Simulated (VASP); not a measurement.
Write the native input for VASP 6.6.1 that does the following.

* Task: single point
* Functional: PBE
* Potentials or basis: VASP PAW PBE potentials, release 64 (Ni)
* Cutoff: 520 eV
* k mesh: 20 × 20 × 20
* Occupations: fermi-dirac, width 0.1 eV
* Spin: collinear spin, ferromagnetic start
* Starting moments: [1.0, 1.0] μB
* Dipole correction: no
* Further INCAR settings: ALGO = Normal; EDIFF = 1e-06; NBANDS = 21

The structure of Ni lies in POSCAR:

```
Ni
1.0
   -2.0266854334      2.0266854334      1.0979047496
    2.0266854334     -2.0266854334      1.0979047496
    2.0266854334      2.0266854334     -1.0979047496
Ni
2
Direct
   -0.3750000000     -0.1250000000     -0.2500000000
    0.3750000000      0.1250000000      0.2500000000
```

These files were run (other wordings do the same):

INCAR

```
ALGO     = Normal         # electronic algorithm
EDIFF    = 1E-6           # SCF threshold, eV
ENCUT    = 520            # plane-wave cutoff, eV
GGA      = PE             # functional
ISIF     = 2              # what is computed and relaxed
ISMEAR   = -1             # smearing method
ISPIN    = 2              # spin polarisation
LASPH    = T              # aspherical terms in the spheres
LCHARG   = T              # write CHGCAR
LELF     = T              # ELF
LMAXMIX  = 4              # l up to which the mixer works
LORBIT   = 11             # projections on sites
LREAL    = F              # projectors in reciprocal space
LVHAR    = T            
LWAVE    = F              # write WAVECAR
MAGMOM   = 1 1            # initial moments
NBANDS   = 21             # bands
NELM     = 150            # most SCF steps
PREC     = Accurate       # precision mode
SIGMA    = 0.1            # smearing width, eV
```

KPOINTS

```
k-points
0
Gamma
  20 20 20
```

Potentials or basis: VASP PAW PBE potentials, release 64 (Ni).

Command:

```bash
$ cat potpaw_PBE.64/Ni/POTCAR > POTCAR
$ mpirun -np 1 vasp_std > vasp.out
```

Results of the run:

| Quantity | Value |
| --- | --- |
| Pressure | 87.4 GPa |
| Band gap on the k mesh | zero (filled and empty bands overlap) |
| Net moment | 0.00 μB per cell |
| Valence electrons inside the program's atomic spheres | Ni 9.85 |

Caveat: the cell stands under pressure; the moments typed at the start vanished in this run.

It took 3.8 min on 1 thread of Intel(R) Xeon(R) 6975P-C (Granite Rapids) (shared host), peak memory 0.42 GiB.
